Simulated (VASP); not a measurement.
# Hf4N2O (P-3m1) in VASP: a series of runs, part 2 of 2

VASP 6.6.1. The steps go on from the part before.

### Step 4. Single point, PBE

This run uses another cell than the first one, of 13.50 Å³/atom.

INCAR

```
SYSTEM = Hf4N2O
PREC = Accurate
ENCUT = 520
EDIFF = 1E-6
ISMEAR = 0
SIGMA = 0.1
LREAL = .False.
LASPH = .True.
NELM = 100
ALGO = Normal
ISIF = 2
LWAVE = .False.
LCHARG = .False.
GGA = PE
NBANDS = 37
```

KPOINTS

```
regular mesh
0
Gamma
  12 12 4
  0 0 0
```

POSCAR

```
Hf4N2O
1.0
    3.1787819358      0.0000000000      0.0000000000
   -1.5893909679      2.7529059094      0.0000000000
    0.0000000000      0.0000000000     10.7958158783
Hf N O
4 2 1
Direct
    0.6666666667      0.3333333333      0.8628952479
    0.6666666667      0.3333333333      0.3809751707
    0.3333333333      0.6666666667      0.1371047521
    0.3333333333      0.6666666667      0.6190248293
    0.0000000000      0.0000000000      0.7425833449
    0.0000000000      0.0000000000      0.2574166551
    0.0000000000      0.0000000000      0.0000000000
```

Potentials or basis: VASP PAW PBE potentials, release 64 (Hf_pv, N, O).

Command:

```sh
cat potpaw_PBE.64/Hf_pv/POTCAR potpaw_PBE.64/N/POTCAR potpaw_PBE.64/O/POTCAR > POTCAR
mpirun -np 1 vasp_std > vasp.out
```

OUTCAR:

```text
SYSTEM = Hf4N2O
   PREC = Accurate
   ENCUT = 520
   EDIFF = 1E-6
   ISMEAR = 0
   LREAL = .False.
   LASPH = .True.
   NELM = 100
   ISIF = 2
   GGA = PE

 ion  position               nearest neighbor table
   1  0.667  0.333  0.863-   5 2.25   5 2.25   5 2.25   7 2.36   7 2.36   7 2.36   4 3.21   4 3.21
                             4 3.21   3 3.48   3 3.48   3 3.48
   2  0.667  0.333  0.381-   6 2.27   6 2.27   6 2.27   4 3.16   4 3.16   4 3.16   3 3.21   3 3.21
                             3 3.21
   3  0.333  0.667  0.137-   6 2.25   6 2.25   6 2.25   7 2.36   7 2.36   7 2.36   2 3.21   2 3.21
                             2 3.21   1 3.48   1 3.48   1 3.48
   4  0.333  0.667  0.619-   5 2.27   5 2.27   5 2.27   2 3.16   2 3.16   2 3.16   1 3.21   1 3.21
                             1 3.21
   5  0.000  0.000  0.743-   1 2.25   1 2.25   1 2.25   4 2.27   4 2.27   4 2.27
   6  0.000  0.000  0.257-   3 2.25   3 2.25   3 2.25   2 2.27   2 2.27   2 2.27
   7  0.000  0.000  0.000-   1 2.36   3 2.36   3 2.36   1 2.36   1 2.36   3 2.36

  LATTYP: Found a hexagonal cell.
 ALAT       =     3.1787819358
 C/A-ratio  =     3.3962115352

  Lattice vectors:

 A1 = (   3.1787819358,   0.0000000000,   0.0000000000)
 A2 = (  -1.5893909679,   2.7529059094,   0.0000000000)
 A3 = (   0.0000000000,   0.0000000000,  10.7958158783)

Analysis of symmetry for initial positions (statically):
=====================================================================
 Subroutine PRICEL returns:
 Original cell was already a primitive cell.

 Routine SETGRP: Setting up the symmetry group for a
 hexagonal supercell.

 Subroutine GETGRP returns: Found 12 space group operations
 (whereof 12 operations were pure point group operations)
 out of a pool of 24 trial point group operations.

The static configuration has the point symmetry D_3d.

Analysis of symmetry for dynamics (positions and initial velocities):
=====================================================================
 Subroutine PRICEL returns:
 Original cell was already a primitive cell.

 Routine SETGRP: Setting up the symmetry group for a
 hexagonal supercell.

 Subroutine GETGRP returns: Found 12 space group operations
 (whereof 12 operations were pure point group operations)
 out of a pool of 24 trial point group operations.

The dynamic configuration has the point symmetry D_3d.

 Subroutine INISYM returns: Found 12 space group operations
 (whereof 12 operations are pure point group operations),
 and found     1 'primitive' translations

----------------------------------------------------------------------------------------

                                     Primitive cell

  volume of cell :      94.4730

  direct lattice vectors                    reciprocal lattice vectors
     3.178781936  0.000000000  0.000000000     0.314585907  0.181626258  0.000000000
    -1.589390968  2.752905909  0.000000000     0.000000000  0.363252517  0.000000000
     0.000000000  0.000000000 10.795815878     0.000000000  0.000000000  0.092628479

  length of vectors
     3.178781936  3.178781936 10.795815878     0.363252517  0.363252517  0.092628479

  position of ions in fractional coordinates (direct lattice)
     0.666666667  0.333333333  0.862895248
     0.666666667  0.333333333  0.380975171
     0.333333333  0.666666667  0.137104752
     0.333333333  0.666666667  0.619024829
     0.000000000  0.000000000  0.742583345
[... 46 lines left out ...]
  0.416667  0.000000  0.000000      6.000000
[... 16 lines left out ...]
  0.166667  0.000000  0.250000      6.000000
  0.000000  0.166667  0.250000      6.000000
 [... further k-points ...]
   k-points           NKPTS =     69   k-points in BZ     NKDIM =     69   number of bands    NBANDS=     37
   number of dos      NEDOS =    301   number of ions     NIONS =      7
   total plane-waves  NPLWV =  46080
   dimension x,y,z NGX =    24 NGY =   24 NGZ =   80
   dimension x,y,z NGXF=    48 NGYF=   48 NGZF=  160
   ions per type =               4   2   1
   NGX,Y,Z   is equivalent  to a cutoff of  12.55, 12.55, 12.32 a.u.
   NGXF,Y,Z  is equivalent  to a cutoff of  25.10, 25.10, 24.64 a.u.
 SYSTEM =  Hf4N2O
   PREC   = accura    normal or accurate (medium, high low for compatibility)
   ISTART =      0    job   : 0-new  1-cont  2-samecut
   ICHARG =      2    charge: 1-file 2-atom 10-const
   ISPIN  =      1    spin polarized calculation?
   LNONCOLLINEAR =      F non collinear calculations
   LSORBIT =      F    spin-orbit coupling
   LASPH  =      T    aspherical Exc in radial PAW
   ENCUT  =  520.0 eV  38.22 Ry    6.18 a.u.   5.91  5.91 20.07*2*pi/ulx,y,z
   NELM   =    100;   NELMIN=  2; NELMDL= -5     # of ELM steps
   EDIFF  = 0.1E-05   stopping-criterion for ELM
   LREAL  =      F    real-space projection
   EDIFFG = 0.1E-04   stopping-criterion for IOM
   NSW    =      0    number of steps for IOM
   IBRION =     -1    ionic relax: 0-MD 1-quasi-New 2-CG
   NFREE  =      0    steps in history (QN), initial steepest desc. (CG)
   ISIF   =      2    stress and relaxation
   ISYM   =      2    0-nonsym 1-usesym 2-fastsym
   POTIM  = 0.5000    time-step for ionic-motion
   TEBEG  =    0.0;   TEEND  =   0.0 temperature during run
   PSTRESS=    0.0 pullay stress
   NELECT =      56.0000    total number of electrons
   NUPDOWN=      -1.0000    fix difference up-down
   EMIN   =  10.00;   EMAX   =-10.00  energy-range for DOS
   EFERMI =   0.00;   METHOD = LEGACY
   ISMEAR =     0;   SIGMA  =   0.10  broadening in eV -4-tet -1-fermi 0-gaus
   EFERMI_NEDOS =   21; number of points for ismear=-14 and -15
   IALGO  =     38    algorithm
   IMIX   =      4    mixing-type and parameters
     AMIX     =   0.40;   BMIX     =  1.00
     AMIX_MAG =   1.60;   BMIX_MAG =  1.00
  volume/ion in A,a.u.               =      13.50        91.08
  Fermi-wavevector in a.u.,A,eV,Ry     =   1.375208  2.598766 25.731289  1.891196
  Thomas-Fermi vector in A             =   2.500564
   LORBIT       =      0    0 simple, 1 ext, 2 COOP (PROOUT), +10 PAW based schemes
   GGA     = PE    functional components
   LHFCALC =     F    Hartree Fock is set to
   AEXX    =    0.0000 exact exchange contribution
   IVDW    =     0    specifies the selected vdW correction
   LEPSILON=     F    determine dielectric tensor
   LRPA    =     F    only Hartree local field effects (RPA)
 non-spin polarized calculation
 Gauss-broadening in eV      SIGMA  =   0.10
  energy-cutoff  :      520.00
  volume of cell :       94.47
 maximum number of plane-waves:      2566
   NGX = 11   NGY = 11   NGZ = 41

 number of electron      56.0000003 magnetization

 Free energy of the ion-electron system (eV)
  ---------------------------------------------------
  ext. energy  EPLUGINS =         0.00000000
  ---------------------------------------------------
  free energy    TOTEN  =       -73.18629356 eV

  energy without entropy =      -73.17169311  energy(sigma->0) =      -73.17899333

 E-fermi :   6.8839     XC(G=0): -12.2121

 val. band max:        6.8587104832   @ k =   0.2500   0.0833   0.5000
 cond. band min:       6.8992897989   @ k =   0.0000   0.3333   0.2500
 fundamental gap:      0.0405793157
 Fermi energy:         6.8838750783

 k-point     1 :       0.0000    0.0000    0.0000
  band No.  band energies     occupation
      1     -25.0237      2.00000
      2     -24.7528      2.00000
      3     -24.2746      2.00000
      4     -24.2746      2.00000
      5     -24.2621      2.00000
      6     -24.2621      2.00000
[... 949 lines left out ...]
     36       9.8494      0.00000
     37      10.0613      0.00000

 [... further k-points ...]

------------------------ aborting loop because EDIFF is reached ----------------------------------------

  FORCE on cell =-STRESS in cart. coord.  units (eV):
  Direction    XX          YY          ZZ          XY          YZ          ZX
  --------------------------------------------------------------------------------------
  -------------------------------------------------------------------------------------
  Total       -1.0474016     -1.0474016     -1.0162006      0.0000000      0.0000000      0.0000000
  in kB      -17.7629970    -17.7629970    -17.2338560      0.0000000      0.0000000      0.0000000
  external PRESSURE =     -17.5866167 kB  Pullay stress =       0.0000000 kB

 VOLUME and BASIS-vectors are now :
 -----------------------------------------------------------------------------
  energy-cutoff  :      520.00
  volume of cell :       94.47
      direct lattice vectors                 reciprocal lattice vectors
     3.178781936  0.000000000  0.000000000     0.314585907  0.181626258  0.000000000
    -1.589390968  2.752905909  0.000000000     0.000000000  0.363252517  0.000000000
     0.000000000  0.000000000 10.795815878     0.000000000  0.000000000  0.092628479

 POSITION                                       TOTAL-FORCE (eV/Angst)
 -----------------------------------------------------------------------------------
      1.58939      0.91764      9.31566         0.000000      0.000000      0.006413
      1.58939      0.91764      4.11294        -0.000000      0.000000     -0.101162
     -0.00000      1.83527      1.48016        -0.000000     -0.000000     -0.006413
     -0.00000      1.83527      6.68288         0.000000     -0.000000      0.101162
      0.00000      0.00000      8.01679         0.000000      0.000000      0.000013
      0.00000      0.00000      2.77902        -0.000000     -0.000000     -0.000013
      0.00000      0.00000      0.00000        -0.000000      0.000000      0.000000
 -----------------------------------------------------------------------------------
    total drift:                               -0.000000      0.000000      0.000000

  FREE ENERGIE OF THE ION-ELECTRON SYSTEM (eV)
  ---------------------------------------------------
  free  energy   TOTEN  =       -73.1862935613 eV

  energy  without entropy=      -73.1716931080  energy(sigma->0) =      -73.17899333
```

Wall time 2.2 min (1 thread of Intel Xeon 6975P-C (Granite Rapids), shared host); peak memory 0.33 GiB.

Results:

```yaml
Free_energy: -73.1863 eV
Pressure: -1.8 GPa
Largest_force: 0.101 eV/Å
Band_gap_on_the_k_mesh: zero (bands 28 and 29 overlap by 0.76 eV)
```

Forces in eV/Å, atoms in the order of the input:
```
Hf   0.000  0.000  0.006
Hf   0.000  0.000 -0.101
Hf   0.000  0.000 -0.006
Hf   0.000  0.000  0.101
N    0.000  0.000  0.000
N    0.000  0.000  0.000
O    0.000  0.000  0.000
```

Caveat: spin-orbit coupling is left out, which moves the levels of the heavy elements.

The gap in the log of VASP goes by the Fermi energy; the results here count the filled bands.